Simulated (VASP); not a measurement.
# W16O (a cell with a defect) in VASP: notebook

W16O (a cell with a defect) is run at these levels: PBE; tasks: single point.

All numbers are computed with VASP 6.6.1; they aren't measurements. Logs are shortened: lines on timing, memory, paths and dates and some standing lists are left out, and cuts for length are marked.

### 1 The cell of the first run

The cell holds a defect, 17 atoms: a = 6.320 Å, b = 6.320 Å, c = 6.320 Å, α = 90.00°, β = 90.00°, γ = 90.00°.

### 2 Single point, PBE

INCAR reads:

```
PREC = Accurate
ENCUT = 520
EDIFF = 1E-6
ISMEAR = -1
SIGMA = 0.1
LREAL = Auto
LASPH = T
NELM = 60
ALGO = Normal
ISIF = 2
LWAVE = F
LCHARG = T
GGA = PE
LELF = T
LVHAR = T
NBANDS = 129
```

KPOINTS reads:

```
Automatic mesh
0
Gamma
  3 3 3
```

POSCAR reads:

```
W16O
1.0
    6.3200000000      0.0000000000      0.0000000000
    0.0000000000      6.3200000000      0.0000000000
    0.0000000000      0.0000000000      6.3200000000
W O
16 1
Direct
    0.0014188291     -0.0010158228      0.0055212025
    0.4978957278     -0.0009884494      0.0053962025
    0.0002504747      0.5003393987      0.0049300633
    0.0004226266      0.0000848101      0.5004594937
    0.2496756329      0.2463196203      0.2451876582
    0.4991175633      0.5003188291      0.0048036392
    0.4989265823      0.0000805380      0.5005365506
    0.7496106013      0.2484450949      0.2458401899
    0.0272091772      0.5019246835      0.4884786392
    0.2497218354      0.7555352848      0.2441579114
    0.2495719937      0.2475697785      0.7522256329
    0.4720030063      0.5018188291      0.4885629747
    0.7495960443      0.7528685127      0.2452088608
    0.7497140823      0.2262283228      0.7651718354
    0.2496148734      0.7529006329      0.7513985759
    0.7497045886      0.7631411392      0.7570267405
    0.7495526899      0.4899767405      0.6076064873
```

Potentials or basis: VASP PAW PBE potentials, release 64 (W_sv, O).

Command:

```
$ cat potpaw_PBE.64/W_sv/POTCAR potpaw_PBE.64/O/POTCAR > POTCAR
$ mpirun -np 1 vasp_std > vasp.out
```

OUTCAR:

```text
PREC = Accurate
   ENCUT = 520
   EDIFF = 1E-6
   ISMEAR = -1
   LREAL = Auto
   LASPH = T
   NELM = 60
   ISIF = 2
   GGA = PE

 ion  position               nearest neighbor table
   1  0.001  0.999  0.006-  14 2.63  10 2.67   5 2.68  16 2.69  13 2.69   8 2.71  15 2.73  11 2.74
                             4 3.13   2 3.14   3 3.15   3 3.17   2 3.18   4 3.19
   2  0.498  0.999  0.005-  14 2.63  10 2.67   5 2.68  16 2.69  13 2.69   8 2.71  15 2.73  11 2.74
                             7 3.13   1 3.14   6 3.15   6 3.17   1 3.18   7 3.19
   3  0.000  0.500  0.005-   8 2.71  13 2.71   5 2.71  10 2.72  11 2.75  15 2.76  16 2.78  14 2.79
                             9 3.06   1 3.15   6 3.15   6 3.17   1 3.17   9 3.27
   4  0.000  0.000  0.500-  14 2.71  16 2.72  15 2.73  11 2.73  10 2.74   5 2.74  13 2.75   8 2.75
                             1 3.13   7 3.15   9 3.15   7 3.17   9 3.18   1 3.19
   5  0.250  0.246  0.245-  12 2.64   9 2.64   1 2.68   2 2.68   3 2.71   6 2.71   4 2.74   7 2.74
                            10 3.10  11 3.12   8 3.16   8 3.16  11 3.20  10 3.22
   6  0.499  0.500  0.005-   8 2.71  13 2.71   5 2.71  10 2.72  11 2.75  15 2.76  16 2.78  14 2.79
                            12 3.06   2 3.15   3 3.15   3 3.17   2 3.17  12 3.27
   7  0.499  0.000  0.501-  14 2.71  16 2.72  15 2.73  11 2.73  10 2.74   5 2.74  13 2.75   8 2.75
                             2 3.13   4 3.15  12 3.15   4 3.17  12 3.18   2 3.19
   8  0.750  0.248  0.246-   2 2.71   1 2.71   6 2.71   3 2.71   7 2.75   4 2.75  12 2.83   9 2.83
                            14 3.04  13 3.13   5 3.16   5 3.16  13 3.19  14 3.29
   9  0.027  0.502  0.488-  17 1.91  10 2.63   5 2.64  15 2.69  11 2.71  12 2.81  13 2.82   8 2.83
                            16 2.95  14 3.03   3 3.06   4 3.15   4 3.18   3 3.27
  10  0.250  0.756  0.244-  12 2.63   9 2.63   1 2.67   2 2.67   3 2.72   6 2.72   7 2.74   4 2.74
                             5 3.10  15 3.11  13 3.16  13 3.16  15 3.21   5 3.22
  11  0.250  0.248  0.752-  12 2.71   9 2.71   4 2.73   7 2.73   1 2.74   2 2.74   3 2.75   6 2.75
                             5 3.12  15 3.13  14 3.16  14 3.16  15 3.19   5 3.20
  12  0.472  0.502  0.489-  17 1.91  10 2.63   5 2.64  15 2.69  11 2.71   9 2.81  13 2.82   8 2.83
                            16 2.95  14 3.03   6 3.06   7 3.15   7 3.18   6 3.27
  13  0.750  0.753  0.245-   1 2.69   2 2.69   6 2.71   3 2.71   7 2.75   4 2.75   9 2.82  12 2.82
                            16 3.09   8 3.13  10 3.16  10 3.16   8 3.19  16 3.24
  14  0.750  0.226  0.765-  17 1.94   2 2.63   1 2.63   4 2.71   7 2.71   6 2.79   3 2.79  16 2.93
                             9 3.03  12 3.03   8 3.04  11 3.16  11 3.16   8 3.29  16 3.39
  15  0.250  0.753  0.751-   9 2.69  12 2.69   4 2.73   7 2.73   2 2.73   1 2.73   3 2.76   6 2.76
                            10 3.11  11 3.13  16 3.16  16 3.16  11 3.19  10 3.21
  16  0.750  0.763  0.757-  17 1.97   2 2.69   1 2.69   7 2.72   4 2.72   6 2.78   3 2.78  14 2.93
                             9 2.95  12 2.95  13 3.09  15 3.16  15 3.16  13 3.24  14 3.39
  17  0.750  0.490  0.608-  12 1.91   9 1.91  14 1.94  16 1.97

  LATTYP: Found a simple cubic cell.
 ALAT       =     6.3200000000

  Lattice vectors:

 A1 = (   6.3200000000,   0.0000000000,   0.0000000000)
 A2 = (   0.0000000000,   6.3200000000,   0.0000000000)
 A3 = (   0.0000000000,   0.0000000000,   6.3200000000)

Analysis of symmetry for initial positions (statically):
=====================================================================
 Subroutine PRICEL returns:
 Original cell was already a primitive cell.

 Routine SETGRP: Setting up the symmetry group for a
 simple cubic supercell.

 Subroutine GETGRP returns: Found  1 space group operations
 (whereof  1 operations were pure point group operations)
 out of a pool of 48 trial point group operations.

The static configuration has the point symmetry C_1 .

Analysis of symmetry for dynamics (positions and initial velocities):
=====================================================================
 Subroutine PRICEL returns:
 Original cell was already a primitive cell.

 Routine SETGRP: Setting up the symmetry group for a
 simple cubic supercell.

 Subroutine GETGRP returns: Found  1 space group operations
 (whereof  1 operations were pure point group operations)
 out of a pool of 48 trial point group operations.

The dynamic configuration has the point symmetry C_1 .

 Subroutine INISYM returns: Found  1 space group operations
 (whereof  1 operations are pure point group operations),
 and found     1 'primitive' translations

----------------------------------------------------------------------------------------

                                     Primitive cell

  volume of cell :     252.4360

  direct lattice vectors                    reciprocal lattice vectors
[... 64 lines left out ...]
  Shift w.r.t. Gamma in fractional coordinates (k-lattice)
     0.000000000  0.000000000  0.000000000

 Subroutine IBZKPT returns following result:
 ===========================================

 Found     14 irreducible k-points:

 Following reciprocal coordinates:
            Coordinates               Weight
  0.000000  0.000000  0.000000      1.000000
  0.333333  0.000000  0.000000      2.000000
  0.000000  0.333333  0.000000      2.000000
  0.000000  0.000000  0.333333      2.000000
  0.333333  0.333333  0.000000      2.000000
  0.000000  0.333333  0.333333      2.000000
  0.333333  0.000000  0.333333      2.000000
 -0.333333  0.333333  0.000000      2.000000
 -0.333333  0.000000  0.333333      2.000000
  0.000000 -0.333333  0.333333      2.000000
  0.333333  0.333333  0.333333      2.000000
 -0.333333  0.333333  0.333333      2.000000
 -0.333333 -0.333333  0.333333      2.000000
  0.333333 -0.333333  0.333333      2.000000
   k-points           NKPTS =     14   k-points in BZ     NKDIM =     14   number of bands    NBANDS=    129
   number of dos      NEDOS =    301   number of ions     NIONS =     17
   total plane-waves  NPLWV = 110592
   dimension x,y,z NGX =    48 NGY =   48 NGZ =   48
   dimension x,y,z NGXF=    96 NGYF=   96 NGZF=   96
   ions per type =              16   1
   NGX,Y,Z   is equivalent  to a cutoff of  12.63, 12.63, 12.63 a.u.
   NGXF,Y,Z  is equivalent  to a cutoff of  25.25, 25.25, 25.25 a.u.
 SYSTEM =  unknown system
   PREC   = accura    normal or accurate (medium, high low for compatibility)
   ISTART =      0    job   : 0-new  1-cont  2-samecut
   ICHARG =      2    charge: 1-file 2-atom 10-const
   ISPIN  =      1    spin polarized calculation?
   LNONCOLLINEAR =      F non collinear calculations
   LSORBIT =      F    spin-orbit coupling
   LASPH  =      T    aspherical Exc in radial PAW
   ENCUT  =  520.0 eV  38.22 Ry    6.18 a.u.  11.75 11.75 11.75*2*pi/ulx,y,z
   NELM   =     60;   NELMIN=  2; NELMDL= -5     # of ELM steps
   EDIFF  = 0.1E-05   stopping-criterion for ELM
   LREAL  =      T    real-space projection
   EDIFFG = 0.1E-04   stopping-criterion for IOM
   NSW    =      0    number of steps for IOM
   IBRION =     -1    ionic relax: 0-MD 1-quasi-New 2-CG
   NFREE  =      0    steps in history (QN), initial steepest desc. (CG)
   ISIF   =      2    stress and relaxation
   ISYM   =      2    0-nonsym 1-usesym 2-fastsym
   POTIM  = 0.5000    time-step for ionic-motion
   TEBEG  =    0.0;   TEEND  =   0.0 temperature during run
   PSTRESS=    0.0 pullay stress
   NELECT =     230.0000    total number of electrons
   NUPDOWN=      -1.0000    fix difference up-down
   EMIN   =  10.00;   EMAX   =-10.00  energy-range for DOS
   EFERMI =   0.00;   METHOD = LEGACY
   ISMEAR =    -1;   SIGMA  =   0.10  broadening in eV -4-tet -1-fermi 0-gaus
   EFERMI_NEDOS =   21; number of points for ismear=-14 and -15
   IALGO  =     38    algorithm
   IMIX   =      4    mixing-type and parameters
     AMIX     =   0.40;   BMIX     =  1.00
     AMIX_MAG =   1.60;   BMIX_MAG =  1.00
  volume/ion in A,a.u.               =      14.85       100.21
  Fermi-wavevector in a.u.,A,eV,Ry     =   1.587086  2.999157 34.270910  2.518841
  Thomas-Fermi vector in A             =   2.686297
   LORBIT       =      0    0 simple, 1 ext, 2 COOP (PROOUT), +10 PAW based schemes
   GGA     = PE    functional components
   LHFCALC =     F    Hartree Fock is set to
   AEXX    =    0.0000 exact exchange contribution
   IVDW    =     0    specifies the selected vdW correction
   LEPSILON=     F    determine dielectric tensor
   LRPA    =     F    only Hartree local field effects (RPA)
 non-spin polarized calculation
  energy-cutoff  :      520.00
  volume of cell :      252.44
 maximum number of plane-waves:      6859
   NGX = 23   NGY = 23   NGZ = 23

 number of electron     229.9999996 magnetization

 Free energy of the ion-electron system (eV)
  ---------------------------------------------------
  ext. energy  EPLUGINS =         0.00000000
  ---------------------------------------------------
  free energy    TOTEN  =      -210.72675484 eV

  energy without entropy =     -210.45109349  energy(sigma->0) =     -210.58892416

 E-fermi :  11.8426     XC(G=0): -13.7759

 val. band max:       11.8325824764   @ k =   0.0000   0.0000   0.0000
 cond. band min:      11.8911122671   @ k =   0.0000   0.0000   0.3333
 fundamental gap:      0.0585297907
 Fermi energy:        11.8426330290

 k-point     1 :       0.0000    0.0000    0.0000
  band No.  band energies     occupation
      1     -62.4377      2.00000
      2     -62.3991      2.00000
      3     -62.3808      2.00000
      4     -62.3458      2.00000
      5     -62.2396      2.00000
      6     -62.1979      2.00000
[... 1809 lines left out ...]
    126      13.7796      0.00000
    127      13.7998      0.00000
 [bands above 127 left out]

------------------------ aborting loop because EDIFF is reached ----------------------------------------

  FORCE on cell =-STRESS in cart. coord.  units (eV):
  Direction    XX          YY          ZZ          XY          YZ          ZX
  --------------------------------------------------------------------------------------
  -------------------------------------------------------------------------------------
  Total       35.1337594     29.3020737     31.5385142      0.0015775     -1.3160409      0.0192867
  in kB      222.9892727    185.9763429    200.1707321      0.0100123     -8.3527358      0.1224098
  external PRESSURE =     203.0454492 kB  Pullay stress =       0.0000000 kB

 VOLUME and BASIS-vectors are now :
 -----------------------------------------------------------------------------
  energy-cutoff  :      520.00
  volume of cell :      252.44
      direct lattice vectors                 reciprocal lattice vectors
     6.320000000  0.000000000  0.000000000     0.158227848  0.000000000  0.000000000
     0.000000000  6.320000000  0.000000000     0.000000000  0.158227848  0.000000000
     0.000000000  0.000000000  6.320000000     0.000000000  0.000000000  0.158227848

 POSITION                                       TOTAL-FORCE (eV/Angst)
 -----------------------------------------------------------------------------------
      0.00897      6.31358      0.03489         0.021456      0.000612     -0.030989
      3.14670      6.31375      0.03410        -0.021656     -0.000644     -0.018397
      0.00158      3.16214      0.03116        -0.004079     -0.030969     -0.030923
      0.00267      0.00054      3.16290         0.022956     -0.014030     -0.030626
      1.57795      1.55674      1.54959        -0.003202     -0.021245     -0.039362
      3.15442      3.16201      0.03036        -0.002165     -0.028327     -0.016927
[... 9 lines left out ...]
      4.73813      4.82305      4.78441        -0.004084      0.318304      0.169130
      4.73717      3.09665      3.84007         0.022756      0.309356      0.409761
 -----------------------------------------------------------------------------------
    total drift:                                0.001685     -0.001451      0.000533

  FREE ENERGIE OF THE ION-ELECTRON SYSTEM (eV)
  ---------------------------------------------------
  free  energy   TOTEN  =      -210.7267548366 eV

  energy  without entropy=     -210.4510934929  energy(sigma->0) =     -210.58892416
```

It took 25 min on 1 thread of AMD EPYC 7R43 (Zen 3), shared host; peak memory 0.44 GiB.

Results:

- Free energy: -210.7268 eV
- Pressure: 20.3 GPa
- Largest force: 0.514 eV/Å
- Band gap on the k mesh: zero (bands 115 and 116 overlap by 0.10 eV)

Forces in eV/Å, atoms in the order of the input:
```
W    0.021  0.001 -0.031
W   -0.022 -0.001 -0.018
W   -0.004 -0.031 -0.031
W    0.023 -0.014 -0.031
W   -0.003 -0.021 -0.039
W   -0.002 -0.028 -0.017
W   -0.025 -0.015 -0.039
W    0.003 -0.041 -0.045
W    0.053 -0.089 -0.083
W   -0.006 -0.063 -0.018
W    0.007 -0.016 -0.041
W   -0.070 -0.082 -0.096
W    0.005 -0.062 -0.002
W   -0.004 -0.114 -0.048
W    0.004 -0.052 -0.041
W   -0.004  0.318  0.169
O    0.023  0.309  0.410
```

Caveat: spin-orbit coupling is left out, which moves the levels of the heavy elements.

(Continued in part 2 of 2.)

The gap in the log of VASP goes by the Fermi energy; the results here count the filled bands.